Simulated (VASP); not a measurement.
# V3Os (Fm-3m) in VASP: single point with LDA

Aim: the single point of V3Os with LDA.

All numbers are computed with VASP 6.6.1; they aren't measurements. Logs are shortened: lines on timing, memory, paths and dates and some standing lists are left out, and cuts for length are marked.

### 1 The cell of the first run

Symmetry: Fm-3m, No. 225, cubic system. The conventional cell has a = 5.971 Å, b = 5.971 Å, c = 5.971 Å, α = 90.00°, β = 90.00°, γ = 90.00°. Within 3.4 Å of V (site symmetry -43m) lie 10 V at 2.59 to 2.99 Å and 4 Os at 2.59 Å. V (site symmetry m-3m) has 8 V at 2.59 Å and 6 Os at 2.99 Å within 3.4 Å. Os (site symmetry m-3m) has 14 V at 2.59 to 2.99 Å within 3.4 Å.

### 2 Single point, LDA

The input, INCAR:

```
SYSTEM = V3Os
  ALGO = Normal
  EDIFF = 1E-7
  ENCUT = 520
  GGA = CA
  ISIF = 2
  ISMEAR = 0
  LASPH = .TRUE.
  LCHARG = .FALSE.
  LREAL = .FALSE.
  LWAVE = .FALSE.
  NBANDS = 57
  NELM = 60
  PREC = Accurate
  SIGMA = 0.1
```

The input, KPOINTS:

```
k-points
0
G
  6 6 6
  0 0 0
```

The input, POSCAR:

```
V3Os
1.0
    0.0000000000      5.9712290000      5.9712290000
    2.9856140000      0.0000000000      2.9856140000
    2.9856140000      2.9856140000      0.0000000000
V Os
6 2
Direct
    0.1250000000      0.2500000000      0.2500000000
    0.3750000000      0.7500000000      0.7500000000
    0.2500000000      0.5000000000      0.5000000000
    0.6250000000      0.2500000000      0.2500000000
    0.8750000000      0.7500000000      0.7500000000
    0.7500000000      0.5000000000      0.5000000000
    0.0000000000      0.0000000000      0.0000000000
    0.5000000000      0.0000000000      0.0000000000
```

Potentials or basis: VASP PAW LDA potentials, release 64 (V_sv, Os).

The run is started by

```
$ cat potpaw_LDA.64/V_sv/POTCAR potpaw_LDA.64/Os/POTCAR > POTCAR
$ mpirun -np 1 vasp_std > vasp.out
```

OUTCAR:

```text
SYSTEM = V3Os
   EDIFF = 1E-7
   ENCUT = 520
   GGA = CA
   ISIF = 2
   ISMEAR = 0
   LASPH = .TRUE.
   LREAL = .FALSE.
   NELM = 60
   PREC = Accurate

 ion  position               nearest neighbor table
   1  0.125  0.250  0.250-   7 2.59   7 2.59   3 2.59   3 2.59   3 2.59   7 2.59   6 2.59   8 2.59

   2  0.375  0.750  0.750-   3 2.59   3 2.59   8 2.59   8 2.59   3 2.59   8 2.59   7 2.59   6 2.59

   3  0.250  0.500  0.500-   1 2.59   1 2.59   2 2.59   2 2.59   1 2.59   2 2.59   4 2.59   5 2.59
                             7 2.99   8 2.99   7 2.99   7 2.99   8 2.99   8 2.99
   4  0.625  0.250  0.250-   8 2.59   8 2.59   6 2.59   6 2.59   6 2.59   8 2.59   7 2.59   3 2.59

   5  0.875  0.750  0.750-   6 2.59   6 2.59   7 2.59   7 2.59   6 2.59   7 2.59   3 2.59   8 2.59

   6  0.750  0.500  0.500-   4 2.59   4 2.59   5 2.59   5 2.59   4 2.59   5 2.59   1 2.59   2 2.59
                             8 2.99   7 2.99   7 2.99   7 2.99   8 2.99   8 2.99
   7  0.000  0.000  0.000-   5 2.59   5 2.59   1 2.59   1 2.59   1 2.59   5 2.59   4 2.59   2 2.59
                             6 2.99   3 2.99   3 2.99   3 2.99   6 2.99   6 2.99
   8  0.500  0.000  0.000-   2 2.59   2 2.59   4 2.59   4 2.59   2 2.59   4 2.59   1 2.59   5 2.59
                             3 2.99   6 2.99   3 2.99   3 2.99   6 2.99   6 2.99

  LATTYP: Found a trigonal (rhomboedric) cell.
 ALAT       =     7.3132320937
 COS(alpha) =     0.8333333799

  Lattice vectors:

 A1 = (   2.9856140000,  -2.9856150000,  -5.9712290000)
 A2 = (   5.9712280000,  -2.9856150000,  -2.9856150000)
 A3 = (   2.9856140000,  -5.9712290000,  -2.9856150000)

Analysis of symmetry for initial positions (statically):
=====================================================================
 Subroutine PRICEL returns following result:

  LATTYP: Found a face centered cubic cell.
 ALAT       =     5.9712280000

  Lattice vectors:

 A1 = (   0.0000000000,   2.9856145000,   2.9856145000)
 A2 = (   2.9856140000,   0.0000000000,   2.9856140000)
 A3 = (   2.9856140000,   2.9856140000,   0.0000000000)

   2 primitive cells build up your supercell.

 Routine SETGRP: Setting up the symmetry group for a
 trigonal (rhombohedral) supercell.

 Subroutine GETGRP returns: Found 12 space group operations
 (whereof 12 operations were pure point group operations)
 out of a pool of 12 trial point group operations.

The static configuration has the point symmetry D_3d.

Analysis of symmetry for dynamics (positions and initial velocities):
=====================================================================
 Subroutine PRICEL returns following result:

  LATTYP: Found a face centered cubic cell.
 ALAT       =     5.9712280000

  Lattice vectors:

 A1 = (   0.0000000000,   2.9856145000,   2.9856145000)
 A2 = (   2.9856140000,   0.0000000000,   2.9856140000)
 A3 = (   2.9856140000,   2.9856140000,   0.0000000000)

   2 primitive cells build up your supercell.

 Routine SETGRP: Setting up the symmetry group for a
 trigonal (rhombohedral) supercell.

 Subroutine GETGRP returns: Found 12 space group operations
 (whereof 12 operations were pure point group operations)
 out of a pool of 12 trial point group operations.

The dynamic configuration has the point symmetry D_3d.

 Subroutine INISYM returns: Found 12 space group operations
 (whereof 12 operations are pure point group operations),
 and found     2 'primitive' translations

----------------------------------------------------------------------------------------

                                     Primitive cell

  volume of cell :      53.2269

  direct lattice vectors                    reciprocal lattice vectors
     0.000000000  2.985614500  2.985614500    -0.167469712  0.167469712  0.167469712
     2.985614000  0.000000000  2.985614000     0.167469740 -0.167469740  0.167469740
     2.985614000  2.985614000  0.000000000     0.167469740  0.167469740 -0.167469740

  length of vectors
     4.222296518  4.222295811  4.222295811     0.290066050  0.290066098  0.290066098

  position of ions in fractional coordinates (direct lattice)
     0.250000000  0.250000000  0.250000000
     0.750000000  0.750000000  0.750000000
     0.500000000  0.500000000  0.500000000
     0.000000000  0.000000000  0.000000000

  ion indices of the primitive-cell ions
   primitive index   ion index
                 1           1
                 2           2
                 3           3
                 4           7

----------------------------------------------------------------------------------------

 KPOINTS: k-points

Automatic generation of k-mesh.
 Grid dimensions read from file:
 generate k-points for:    6    6    6

 Generating k-lattice:

  Cartesian coordinates                     Fractional coordinates (reciprocal lattice)
    -0.013955809  0.013955809  0.013955809     0.166666667  0.000000000  0.000000000
     0.027911623 -0.027911623  0.027911623     0.000000000  0.166666667  0.000000000
     0.027911623  0.027911623 -0.027911623     0.000000000  0.000000000  0.166666667

  Length of vectors
     0.024172171  0.048344350  0.048344350

  Shift w.r.t. Gamma in fractional coordinates (k-lattice)
     0.000000000  0.000000000  0.000000000

 Subroutine IBZKPT returns following result:
 ===========================================

 Found     32 irreducible k-points:

 Following reciprocal coordinates:
            Coordinates               Weight
  0.000000  0.000000  0.000000      1.000000
  0.166667  0.000000  0.000000      2.000000
  0.333333  0.000000  0.000000      2.000000
  0.500000  0.000000  0.000000      1.000000
  0.000000  0.166667  0.000000      6.000000
  0.166667  0.166667  0.000000      6.000000
[... 16 lines left out ...]
  0.333333  0.333333  0.166667      6.000000
 -0.166667  0.333333  0.166667      6.000000
 [... further k-points ...]
   k-points           NKPTS =     32   k-points in BZ     NKDIM =     32   number of bands    NBANDS=     57
   number of dos      NEDOS =    301   number of ions     NIONS =      8
   total plane-waves  NPLWV =  65536
   dimension x,y,z NGX =    64 NGY =   32 NGZ =   32
   dimension x,y,z NGXF=   128 NGYF=   64 NGZF=   64
   ions per type =               6   2
   NGX,Y,Z   is equivalent  to a cutoff of  12.60, 12.60, 12.60 a.u.
   NGXF,Y,Z  is equivalent  to a cutoff of  25.20, 25.20, 25.20 a.u.
 SYSTEM =  V3Os
   PREC   = accura    normal or accurate (medium, high low for compatibility)
   ISTART =      0    job   : 0-new  1-cont  2-samecut
   ICHARG =      2    charge: 1-file 2-atom 10-const
   ISPIN  =      1    spin polarized calculation?
   LNONCOLLINEAR =      F non collinear calculations
   LSORBIT =      F    spin-orbit coupling
   LASPH  =      T    aspherical Exc in radial PAW
   ENCUT  =  520.0 eV  38.22 Ry    6.18 a.u.  15.70  7.85  7.85*2*pi/ulx,y,z
   NELM   =     60;   NELMIN=  2; NELMDL= -5     # of ELM steps
   EDIFF  = 0.1E-06   stopping-criterion for ELM
   LREAL  =      F    real-space projection
   EDIFFG = 0.1E-05   stopping-criterion for IOM
   NSW    =      0    number of steps for IOM
   IBRION =     -1    ionic relax: 0-MD 1-quasi-New 2-CG
   NFREE  =      0    steps in history (QN), initial steepest desc. (CG)
   ISIF   =      2    stress and relaxation
   ISYM   =      2    0-nonsym 1-usesym 2-fastsym
   POTIM  = 0.5000    time-step for ionic-motion
   TEBEG  =    0.0;   TEEND  =   0.0 temperature during run
   PSTRESS=    0.0 pullay stress
   NELECT =      94.0000    total number of electrons
   NUPDOWN=      -1.0000    fix difference up-down
   EMIN   =  10.00;   EMAX   =-10.00  energy-range for DOS
   EFERMI =   0.00;   METHOD = LEGACY
   ISMEAR =     0;   SIGMA  =   0.10  broadening in eV -4-tet -1-fermi 0-gaus
   EFERMI_NEDOS =   21; number of points for ismear=-14 and -15
   IALGO  =     38    algorithm
   IMIX   =      4    mixing-type and parameters
     AMIX     =   0.40;   BMIX     =  1.00
     AMIX_MAG =   1.60;   BMIX_MAG =  1.00
  volume/ion in A,a.u.               =      13.31        89.80
  Fermi-wavevector in a.u.,A,eV,Ry     =   1.570593  2.967991 33.562357  2.466764
  Thomas-Fermi vector in A             =   2.672303
   LORBIT       =      0    0 simple, 1 ext, 2 COOP (PROOUT), +10 PAW based schemes
   GGA     = CA    functional components
   LHFCALC =     F    Hartree Fock is set to
   AEXX    =    0.0000 exact exchange contribution
   IVDW    =     0    specifies the selected vdW correction
   LEPSILON=     F    determine dielectric tensor
   LRPA    =     F    only Hartree local field effects (RPA)
 non-spin polarized calculation
 Gauss-broadening in eV      SIGMA  =   0.10
  energy-cutoff  :      520.00
  volume of cell :      106.45
 maximum number of plane-waves:      2917
   NGX = 31   NGY = 15   NGZ = 15

 number of electron      94.0000026 magnetization

 Free energy of the ion-electron system (eV)
  ---------------------------------------------------
  ext. energy  EPLUGINS =         0.00000000
  ---------------------------------------------------
  free energy    TOTEN  =       -87.70420132 eV

  energy without entropy =      -87.67763473  energy(sigma->0) =      -87.69091802

 E-fermi :   9.8136     XC(G=0): -13.6102

 val. band max:        9.7964208220   @ k =   0.1667   0.5000   0.0000
 cond. band min:       9.8222140510   @ k =   0.0000   0.3333   0.0000
 fundamental gap:      0.0257932290
 Fermi energy:         9.8135696391

 k-point     1 :       0.0000    0.0000    0.0000
  band No.  band energies     occupation
      1     -53.4840      2.00000
      2     -53.4240      2.00000
      3     -53.4126      2.00000
      4     -53.3862      2.00000
      5     -53.0960      2.00000
      6     -53.0635      2.00000
[... 49 lines left out ...]
     56      11.9500      0.00000
     57      12.1797      0.00000

 k-point     2 :       0.1667    0.0000    0.0000
  band No.  band energies     occupation
      1     -53.4811      2.00000
      2     -53.4323      2.00000
      3     -53.4067      2.00000
      4     -53.3871      2.00000
      5     -53.0936      2.00000
      6     -53.0655      2.00000
[... 49 lines left out ...]
     56      11.9556      0.00000
     57      11.9556      0.00000

 k-point     3 :       0.3333    0.0000    0.0000
  band No.  band energies     occupation
      1     -53.4727      2.00000
      2     -53.4461      2.00000
      3     -53.3995      2.00000
      4     -53.3896      2.00000
      5     -53.0873      2.00000
      6     -53.0710      2.00000
[... 1194 lines left out ...]
      1     -53.4566      2.00000
      2     -53.4145      2.00000
      3     -53.4116      2.00000
      4     -53.3947      2.00000
      5     -53.1062      2.00000
      6     -53.0817      2.00000
[... 49 lines left out ...]
     56      11.5784      0.00000
     57      11.9012      0.00000

 k-point    24 :      -0.1667    0.3333    0.1667
  band No.  band energies     occupation
      1     -53.4396      2.00000
      2     -53.4396      2.00000
      3     -53.3997      2.00000
      4     -53.3997      2.00000
      5     -53.0934      2.00000
      6     -53.0934      2.00000
[... 49 lines left out ...]
     56      11.4867      0.00000
     57      11.7304      0.00000

 [... further k-points ...]
[... 5 lines left out ...]
  --------------------------------------------------------------------------------------
  -------------------------------------------------------------------------------------
  Total       -7.5730768     -7.5730780     -7.5730780     -0.0878592      0.0878586     -0.0878592
  in kB     -113.9782289   -113.9782476   -113.9782476     -1.3223204      1.3223110     -1.3223204
  external PRESSURE =    -113.9782414 kB  Pullay stress =       0.0000000 kB

 VOLUME and BASIS-vectors are now :
 -----------------------------------------------------------------------------
  energy-cutoff  :      520.00
  volume of cell :      106.45
      direct lattice vectors                 reciprocal lattice vectors
     0.000000000  5.971229000  5.971229000    -0.083734856  0.083734856  0.083734856
     2.985614000  0.000000000  2.985614000     0.167469740 -0.167469740  0.167469740
     2.985614000  2.985614000  0.000000000     0.167469740  0.167469740 -0.167469740

 POSITION                                       TOTAL-FORCE (eV/Angst)
 -----------------------------------------------------------------------------------
      1.49281      1.49281      1.49281         0.003139     -0.003139     -0.003139
      4.47842      4.47842      4.47842        -0.003139      0.003139      0.003139
      2.98561      2.98561      2.98561         0.000000      0.000000      0.000000
      1.49281      4.47842      4.47842         0.003139     -0.003139     -0.003139
      4.47842      7.46404      7.46404        -0.003139      0.003139      0.003139
      2.98561      5.97123      5.97123         0.000000      0.000000      0.000000
      0.00000      0.00000      0.00000         0.000000      0.000000     -0.000000
      0.00000      2.98561      2.98561         0.000000      0.000000     -0.000000
 -----------------------------------------------------------------------------------
    total drift:                                0.000000      0.000000     -0.000000

  FREE ENERGIE OF THE ION-ELECTRON SYSTEM (eV)
  ---------------------------------------------------
  free  energy   TOTEN  =       -87.7042013183 eV

  energy  without entropy=      -87.6776347268  energy(sigma->0) =      -87.69091802
```

Wall time 4.7 min (1 thread of Intel Xeon Platinum 8375C at 2.90GHz (Ice Lake), shared host); peak memory 0.3 GiB.

What came out:

| Property | Result |
| --- | --- |
| Free energy | -87.7042 eV |
| Pressure | -11.4 GPa |
| Band gap on the k mesh | zero (band 47 reaches 10.27 eV, above the bottom of band 48 at 9.20 eV) |

Levels at points of the mesh, in eV from the Fermi level:
```csv
k point,band 45,band 46,band 47,band 48,band 49,band 50
"(0.00, 0.00, 0.00)",-1.16,-0.27,-0.27,-0.27,1.61,1.61
"(0.50, 0.00, 0.00)",-0.63,-0.63,0.45,0.45,1.18,1.18
"(0.00, 0.50, 0.00)",-0.09,-0.09,0.34,0.34,1.03,1.33
"(0.50, 0.50, 0.00)",-0.50,-0.50,-0.39,-0.39,0.79,0.79
```

Caveat: spin-orbit coupling is left out, which moves the levels of the heavy elements.
